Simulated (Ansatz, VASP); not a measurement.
# CdS in VASP and in Ansatz

```
CELL_PARAMETERS angstrom
0.00000 2.91000 3.14280
2.91000 0.00000 3.14280
2.91000 2.91000 0.00000
ATOMIC_POSITIONS crystal
Cd 0.00000 0.00000 0.00000
S 0.75000 0.75000 0.75000
```

Change from the starting cell: strain +0.000 along x and y, +0.080 along z, atoms carried along.

Alike in both runs: task single point; functional PBE; k mesh 8 × 8 × 8; occupations gaussian, width 0.05 eV; no spin polarisation.

```csv
,VASP,Ansatz
version,VASP 6.6.1,Ansatz 0.2.0
potentials or method,"VASP PAW PBE potentials, release 64 (Cd, S), cutoff 520 eV","scalar-relativistic, plane waves, PAW"
valence electrons in the cell,18,26
```

Ansatz gave:

| Item | Value |
| --- | --- |
| gap on the k mesh at the Fermi level (eV) | 0.89 |
| least direct gap on the mesh (eV) | 0.89 |
| pressure (GPa) | -1.3 |
| traceless stress, the component that is largest in VASP (GPa) | -1.25 |

Q: What did VASP give for the same quantities?

A: gap on the k mesh at the Fermi level (eV): 0.89; least direct gap on the mesh (eV): 0.89; pressure (GPa): -1.0; traceless stress, the component that is largest in VASP (GPa): -1.23.

VASP's potentials hold 18 valence electrons a cell and Ansatz's 26, so a difference there can come from the potentials and not from the codes.
